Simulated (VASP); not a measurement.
# C (Fmmm) in VASP: notebook

Runs on C. Level: LDA. Tasks: single point.

Everything below comes from runs of VASP 6.6.1. Logs are shortened: lines on timing, memory, paths and dates and some standing lists are left out, and cuts for length are marked.

### Step 1. The cell of the first run

It takes space group Fmmm (No. 69, orthorhombic). Conventional cell: a = 2.456 Å, b = 4.254 Å, c = 6.696 Å, α = 90.00°, β = 90.00°, γ = 90.00°. Within 1.9 Å of C (site symmetry m2m) lie 3 C at 1.42 Å.

### Step 2. Single point, LDA

File INCAR:

```
PREC = Accurate
ENCUT = 520
EDIFF = 1E-6
ISMEAR = 1
SIGMA = 0.2
LREAL = False
LASPH = True
NELM = 100
ALGO = Normal
ISIF = 2
LWAVE = False
LCHARG = True
LELF = True
LVHAR = True
NBANDS = 11
```

File KPOINTS:

```
Automatic mesh
0
Gamma
  16 16 16
```

File POSCAR:

```
C
1.0
    0.0000000000      2.1270000000      3.3480000000
    1.2280000000      0.0000000000      3.3480000000
    1.2280000000      2.1270000000      0.0000000000
C
2
Direct
    0.1666666667      0.8333333333      0.1666666667
    0.8333333333      0.1666666667      0.8333333333
```

Potentials or basis: VASP PAW LDA potentials, release 64 (C).

Run with:

```
cat potpaw_LDA.64/C/POTCAR > POTCAR
mpirun -np 1 vasp_std > vasp.out
```

OUTCAR:

```text
PREC = Accurate
   ENCUT = 520
   EDIFF = 1E-6
   ISMEAR = 1
   LREAL = False
   LASPH = True
   NELM = 100
   ISIF = 2

 ion  position               nearest neighbor table
   1  0.167  0.833  0.167-   2 1.42   2 1.42   2 1.42
   2  0.833  0.167  0.833-   1 1.42   1 1.42   1 1.42

  LATTYP: Found a face centered orthorhombic cell.
 ALAT       =     2.4560000000
 B/A-ratio  =     1.7320846906
 C/A-ratio  =     2.7263843648

  Lattice vectors:

 A1 = (   0.0000000000,   2.1270000000,   3.3480000000)
 A2 = (   1.2280000000,   0.0000000000,   3.3480000000)
 A3 = (   1.2280000000,   2.1270000000,   0.0000000000)

Analysis of symmetry for initial positions (statically):
=====================================================================
 Subroutine PRICEL returns:
 Original cell was already a primitive cell.

 Routine SETGRP: Setting up the symmetry group for a
 face centered orthorhombic supercell.

 Subroutine GETGRP returns: Found  8 space group operations
 (whereof  8 operations were pure point group operations)
 out of a pool of  8 trial point group operations.

The static configuration has the point symmetry D_2h.

Analysis of symmetry for dynamics (positions and initial velocities):
=====================================================================
 Subroutine PRICEL returns:
 Original cell was already a primitive cell.

 Routine SETGRP: Setting up the symmetry group for a
 face centered orthorhombic supercell.

 Subroutine GETGRP returns: Found  8 space group operations
 (whereof  8 operations were pure point group operations)
 out of a pool of  8 trial point group operations.

The dynamic configuration has the point symmetry D_2h.

 Subroutine INISYM returns: Found  8 space group operations
 (whereof  8 operations are pure point group operations),
 and found     1 'primitive' translations

----------------------------------------------------------------------------------------

                                     Primitive cell

  volume of cell :      17.4897

  direct lattice vectors                    reciprocal lattice vectors
     0.000000000  2.127000000  3.348000000    -0.407166124  0.235072873  0.149342891
     1.228000000  0.000000000  3.348000000     0.407166124 -0.235072873  0.149342891
     1.228000000  2.127000000  0.000000000     0.407166124  0.235072873 -0.149342891

  length of vectors
     3.966513961  3.566102635  2.456036034     0.493301943  0.493301943  0.493301943

[... 87 lines left out ...]
   ISYM   =      2    0-nonsym 1-usesym 2-fastsym
   POTIM  = 0.5000    time-step for ionic-motion
   TEBEG  =    0.0;   TEEND  =   0.0 temperature during run
   PSTRESS=    0.0 pullay stress
   NELECT =       8.0000    total number of electrons
   NUPDOWN=      -1.0000    fix difference up-down
   EMIN   =  10.00;   EMAX   =-10.00  energy-range for DOS
   EFERMI =   0.00;   METHOD = LEGACY
   ISMEAR =     1;   SIGMA  =   0.20  broadening in eV -4-tet -1-fermi 0-gaus
   EFERMI_NEDOS =   21; number of points for ismear=-14 and -15
   IALGO  =     38    algorithm
   IMIX   =      4    mixing-type and parameters
     AMIX     =   0.40;   BMIX     =  1.00
     AMIX_MAG =   1.60;   BMIX_MAG =  1.00
  volume/ion in A,a.u.               =       8.74        59.01
  Fermi-wavevector in a.u.,A,eV,Ry     =   1.261376  2.383654 21.647797  1.591068
  Thomas-Fermi vector in A             =   2.394838
   LORBIT       =      0    0 simple, 1 ext, 2 COOP (PROOUT), +10 PAW based schemes
   GGA     = CA    functional components
   LHFCALC =     F    Hartree Fock is set to
   AEXX    =    0.0000 exact exchange contribution
   IVDW    =     0    specifies the selected vdW correction
   LEPSILON=     F    determine dielectric tensor
   LRPA    =     F    only Hartree local field effects (RPA)
 non-spin polarized calculation
 Methfessel and Paxton  Order N= 1 SIGMA  =   0.20
  energy-cutoff  :      520.00
  volume of cell :       17.49
 maximum number of plane-waves:       499
 NGX is ok and might be reduce to    30
   NGX = 15   NGY = 13   NGZ =  9

 number of electron       8.0000000 magnetization

 Free energy of the ion-electron system (eV)
  ---------------------------------------------------
  ext. energy  EPLUGINS =         0.00000000
  ---------------------------------------------------
  free energy    TOTEN  =       -20.21891251 eV

  energy without entropy =      -20.21901498  energy(sigma->0) =      -20.21894667

 E-fermi :   4.5399     XC(G=0): -10.7878

 val. band max:        4.4355540971   @ k =   0.4375  -0.1875   0.3125
 cond. band min:       4.6122129433   @ k =   0.0000   0.3125   0.3125
 fundamental gap:      0.1766588462
 Fermi energy:         4.5398911439

 k-point     1 :       0.0000    0.0000    0.0000
  band No.  band energies     occupation
      1     -14.8828      2.00000
      2      -1.9546      2.00000
      3       1.6410      2.00000
      4       1.6664      2.00000
      5       8.5003     -0.00000
      6      12.9956      0.00000
      7      13.0698      0.00000
      8      16.0673      0.00000
      9      17.8115      0.00000
     10      27.0896      0.00000
     11      29.9219      0.00000
[... 309 lines left out ...]
 k-point    24 :      -0.0625    0.0625    0.0000
  band No.  band energies     occupation
      1     -14.5096      2.00000
      2      -1.5287      2.00000
      3       0.3178      2.00000
      4       0.9375      2.00000
      5       8.9527      0.00000
      6      13.1473      0.00000
      7      14.5259      0.00000
      8      14.7551      0.00000
      9      18.4884      0.00000
     10      26.9451      0.00000
     11      28.2399      0.00000

 [... further k-points ...]

------------------------ aborting loop because EDIFF is reached ----------------------------------------

  FORCE on cell =-STRESS in cart. coord.  units (eV):
  Direction    XX          YY          ZZ          XY          YZ          ZX
  --------------------------------------------------------------------------------------
  -------------------------------------------------------------------------------------
  Total       -0.4588971     -0.5447062      0.0167913      0.0000000      0.0000000      0.0000000
  in kB      -42.0382432    -49.8989734      1.5382007      0.0000000      0.0000000      0.0000000
  external PRESSURE =     -30.1330053 kB  Pullay stress =       0.0000000 kB

 VOLUME and BASIS-vectors are now :
 -----------------------------------------------------------------------------
  energy-cutoff  :      520.00
  volume of cell :       17.49
      direct lattice vectors                 reciprocal lattice vectors
     0.000000000  2.127000000  3.348000000    -0.407166124  0.235072873  0.149342891
     1.228000000  0.000000000  3.348000000     0.407166124 -0.235072873  0.149342891
     1.228000000  2.127000000  0.000000000     0.407166124  0.235072873 -0.149342891

 POSITION                                       TOTAL-FORCE (eV/Angst)
 -----------------------------------------------------------------------------------
      1.22800      0.70900      3.34800         0.000000     -0.011131      0.000000
      1.22800      3.54500      3.34800         0.000000      0.011131      0.000000
 -----------------------------------------------------------------------------------
    total drift:                               -0.000000     -0.000000     -0.000000

  FREE ENERGIE OF THE ION-ELECTRON SYSTEM (eV)
  ---------------------------------------------------
  free  energy   TOTEN  =       -20.2189125116 eV

  energy  without entropy=      -20.2190149827  energy(sigma->0) =      -20.21894667
```

stdout:

```text
POSCAR found type information on POSCAR C
 POSCAR found :  1 types and       2 ions
 scaLAPACK will be used
 LDA part: xc-table for (Slater(with rela. corr.)+CA(PZ))
 , standard interpolation
 POSCAR, INCAR and KPOINTS ok, starting setup
 FFT: planning ... GRIDC
 FFT: planning ... GRID_SOFT
 FFT: planning ... GRID
 WAVECAR not read
 entering main loop
```

Run time: 2.3 min. Hardware: 1 thread of Intel Xeon Platinum 8259CL at 2.50GHz (Skylake/Cascade Lake), shared host; peak memory 0.2 GiB.

What came out:

```yaml
Free_energy: -20.2189 eV
Pressure: -3.0 GPa
Largest_force: 0.011 eV/Å
```

Forces in eV/Å, atoms in the order of the input:
```
C    0.000 -0.011  0.000
C    0.000  0.011  0.000
```

Stress tensor (GPa, compression positive):
```
-4.20  0.00  0.00
 0.00 -4.99  0.00
 0.00  0.00  0.15
```

Caveat: the cell stands under tension.

### Step 3. Single point, LDA

File INCAR:

```
PREC     = Accurate       # precision mode
ENCUT    = 520            # plane-wave cutoff, eV
EDIFF    = 1E-6           # SCF threshold, eV
ISMEAR   = 1              # smearing method
SIGMA    = 0.1            # smearing width, eV
LREAL    = F              # projectors in reciprocal space
LASPH    = T              # aspherical terms in the spheres
NELM     = 60             # most SCF steps
ALGO     = Normal         # electronic algorithm
ISIF     = 2              # what is computed and relaxed
LWAVE    = F              # write WAVECAR
LCHARG   = T              # write CHGCAR
GGA      = CA             # functional
LELF     = T              # ELF
LVHAR    = T            
NBANDS   = 11             # bands
```

File KPOINTS:

```
regular mesh
0
Gamma
  16 16 16
```

POSCAR is that of step 2.

Potentials or basis: VASP PAW LDA potentials, release 64 (C).

Run with:

```
cat potpaw_LDA.64/C/POTCAR > POTCAR
mpirun -np 1 vasp_std > vasp.out
```

Run time: 2.1 min. Hardware: 1 thread of Intel Xeon Platinum 8259CL at 2.50GHz (Skylake/Cascade Lake), shared host; peak memory 0.2 GiB.

It converged, with:

```
Free energy   : -20.2190 eV
Pressure      : -3.0 GPa
Largest force : 0.015 eV/Å
```

Forces in eV/Å, atoms in the order of the input:
```
C    0.000 -0.015  0.000
C    0.000  0.015  0.000
```

Stress tensor (GPa, compression positive):
```
-4.18  0.00  0.00
 0.00 -5.03  0.00
 0.00  0.00  0.17
```

Caveat: the cell stands under tension.
